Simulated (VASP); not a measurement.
A run of VASP 6.6.1:

INCAR

```
PREC = Accurate
ENCUT = 520
EDIFF = 1E-6
ISMEAR = -1
SIGMA = 0.08
LREAL = False
LASPH = True
NELM = 80
ALGO = Normal
ISIF = 2
LWAVE = False
LCHARG = False
GGA = PS
NBANDS = 16
```

KPOINTS

```
Automatic mesh
0
Gamma
  11 11 11
```

File POSCAR:

```
SiPb
1.0
    3.3778731260      0.0000000000      0.0000000000
    0.0000000000      3.3778731260      0.0000000000
    0.0000000000      0.0000000000      3.3778731260
Pb Si
1 1
Direct
    0.0000000000      0.0000000000      0.0000000000
    0.5000000000      0.5000000000      0.5000000000
```

Potentials or basis: VASP PAW PBE potentials, release 64 (Pb_d, Si).

Launch:

```console
$ cat potpaw_PBE.64/Pb_d/POTCAR potpaw_PBE.64/Si/POTCAR > POTCAR
$ mpirun -np 1 vasp_std > vasp.out
```

Hardware: 1 thread of Intel Xeon 6975P-C (shared host).

Task: Estimate the wall time of this run.

Result: Wall time 22 s on 1 thread of Intel Xeon 6975P-C (shared host), peak memory 0.18 GiB. Counts: scf iterations 11, k points 56.
